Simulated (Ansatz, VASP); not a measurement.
**Two plane-wave programs on HfB**

```xyz
2
Lattice="0.0000 2.2753 2.2407 2.2753 0.0000 2.2407 2.2753 2.2753 0.0000" Properties=species:S:1:pos:R:3 pbc="T T T"
Hf    2.2753    2.2753    2.2407
B     0.0000    0.0000    0.0000
```

Change from the starting cell: strain -0.015 along x and y, -0.030 along z, atoms carried along.

Alike in both runs: task single point; functional PBE; k mesh 18 × 18 × 18; occupations gaussian, width 0.15 eV; no spin polarisation.

|  | VASP | Ansatz |
| --- | --- | --- |
| version | VASP 6.6.1 | Ansatz 0.2.0 |
| potentials or method | VASP PAW PBE potentials, release 64 (Hf_pv, B), cutoff 520 eV | scalar-relativistic, plane waves, PAW |
| valence electrons in the cell | 13 | 29 |

|  | VASP | Ansatz | Ansatz less VASP |
| --- | --- | --- | --- |
| gap on the k mesh at the Fermi level (eV) | none | none | - |
| pressure (GPa) | 49.9 | 48.4 | -1.47 |
| traceless stress, the component that is largest in VASP (GPa) | 6.45 | 6.34 | -0.110 |

A gap of «none» marks a metal or a gap that the smearing closes. Both programs put the cell under a high pressure, so it lies far from rest at this level. VASP's potentials hold 13 valence electrons a cell and Ansatz's 29, so a difference there can come from the potentials and not from the codes.

Neither program's run includes spin-orbit coupling.
